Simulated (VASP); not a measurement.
Set up this calculation in VASP 6.6.1, as the native input.

```
Task                   : single point
Functional             : PBE
Potentials or basis    : VASP PAW PBE potentials, release 64 (Ca_sv, O)
Cutoff                 : 520 eV
k mesh                 : 6 × 6 × 6
Occupations            : fermi-dirac, width 0.05 eV
Spin                   : no spin polarisation
Dipole correction      : no
Further INCAR settings : ALGO = Normal; EDIFF = 1e-07; NBANDS = 15
```

The structure of CaO lies in POSCAR:

```
CaO
1.0
    0.0000000000      2.4035556960      2.4035556960
    2.4035556960      0.0000000000      2.4035556960
    2.4035556960      2.4035556960      0.0000000000
Ca O
1 1
Direct
    0.0000000000      0.0000000000      0.0000000000
    0.5000000000      0.5000000000      0.5000000000
```

These files were run (other wordings do the same):

INCAR

```
SYSTEM = CaO
ALGO = Normal ; EDIFF = 1E-7
ENCUT = 520 ; GGA = PE
ISIF = 2 ; ISMEAR = -1
LASPH = .TRUE. ; LCHARG = .FALSE.
LREAL = .FALSE. ; LWAVE = .FALSE.
NBANDS = 15 ; NELM = 60
PREC = Accurate ; SIGMA = 0.05
```

KPOINTS

```
k-points
0
G
  6 6 6
  0 0 0
```

Potentials or basis: VASP PAW PBE potentials, release 64 (Ca_sv, O).

Command:

```console
$ cat potpaw_PBE.64/Ca_sv/POTCAR potpaw_PBE.64/O/POTCAR > POTCAR
$ mpirun -np 1 vasp_std > vasp.out
```

Results of the run:

```yaml
Pressure: 2.2 GPa
Band_gap_on_the_k_mesh: 3.64 eV (least direct gap 4.01 eV)
```

It took 19 s on 1 thread of Intel Xeon 8259CL, on a shared host, peak memory 0.16 GiB.
